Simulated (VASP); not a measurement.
In: single point with PBE

The system is In.

```
CELL_PARAMETERS angstrom
5.15846 0.00000 0.00000
-2.57923 4.46736 0.00000
0.00000 0.00000 3.19820
ATOMIC_POSITIONS crystal
In 0.00000 0.00000 0.00000
In 0.33333 0.66667 0.50000
In 0.66667 0.33333 0.50000
```

This cell differs from its parent crystal: volume scaled by 0.88.

```json
{
 "Program": "VASP 6.6.1",
 "Task": "single point",
 "Functional": "PBE",
 "Potentials or basis": "VASP PAW PBE potentials, release 64 (In_d)",
 "Cutoff": "520 eV",
 "k mesh": "8 × 8 × 11",
 "Occupations": "fermi-dirac, width 0.1 eV",
 "Spin": "no spin polarisation"
}
```

| Property | Result |
| --- | --- |
| Pressure | 6.1 GPa |

Stress tensor (GPa, compression positive):
```
6.28 0.00 0.00
0.00 6.28 0.00
0.00 0.00 5.66
```

Levels at points of the mesh, in eV from the Fermi level:
| k point | band 16 | band 17 | band 18 | band 19 | band 20 | band 21 | band 22 | band 23 |
| --- | --- | --- | --- | --- | --- | --- | --- | --- |
| (0.00, 0.00, 0.00) | -10.07 | -2.64 | -2.39 | -1.18 | -1.18 | -1.07 | -1.07 | 4.72 |
| (0.50, 0.00, 0.00) | -7.98 | -7.97 | -3.91 | -3.52 | 3.91 | 4.03 | 4.98 | 5.08 |

It took 2.7 min on 1 thread of AMD EPYC 7R13, on a shared host, peak memory 0.21 GiB.

Caveat: spin-orbit coupling is left out, which moves the levels of the heavy elements.
